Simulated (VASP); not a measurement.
## P: single point with LDA

Crystal: P.

```
P
1.0
     1.66943   -5.53695    0.00000
     1.66943    5.53695    0.00000
     0.00000    0.00000    4.60343
P
4
Direct
  0.90414 0.09586 0.58882
  0.09586 0.90414 0.41118
  0.59586 0.40414 0.08882
  0.40414 0.59586 0.91118
```

This cell differs from its parent crystal: volume scaled by 1.04.

- Program: VASP 6.6.1
- Task: single point
- Functional: LDA
- Potentials or basis: VASP PAW LDA potentials, release 64 (P)
- Cutoff: 520 eV
- k mesh: 8 × 8 × 6
- Occupations: fermi-dirac, width 0.05 eV
- Spin: no spin polarisation

```
Pressure               : -4.9 GPa
Largest force          : 0.210 eV/Å
Band gap on the k mesh : 0.05 eV, direct
```

Forces on the atoms (eV/Å):
```
P    0.000 -0.205  0.046
P    0.000  0.205 -0.046
P    0.000  0.205  0.046
P    0.000 -0.205 -0.046
```

Stress tensor (GPa, compression positive):
```
-6.13  0.00  0.00
 0.00 -3.85  0.00
 0.00  0.00 -4.65
```

Levels at points of the mesh, in eV from the valence-band top:
```csv
k point,band 7,band 8,band 9,band 10,band 11,band 12,band 13,band 14
"(0.00, 0.00, 0.00)",-3.96,-2.72,-2.52,-1.18,0.53,0.95,1.75,2.68
"(0.50, 0.00, 0.00)",-3.30,-3.30,-2.59,-2.59,0.56,0.56,1.41,1.41
"(0.50, 0.50, 0.00)",-4.05,-2.37,-1.54,0.00,0.05,0.72,1.92,2.58
"(0.00, 0.00, 0.50)",-3.20,-3.20,-1.64,-1.64,1.24,1.24,2.78,2.78
"(0.50, 0.00, 0.50)",-5.20,-5.20,-1.77,-1.77,1.57,1.57,3.28,3.28
"(0.50, 0.50, 0.50)",-2.73,-2.73,-1.97,-1.97,1.27,1.27,2.36,2.36
```

Run time: 2 min on 1 thread of Intel Xeon 6975P-C, with other jobs on the host, peak memory 0.26 GiB.

 A k mesh can miss the band edges.
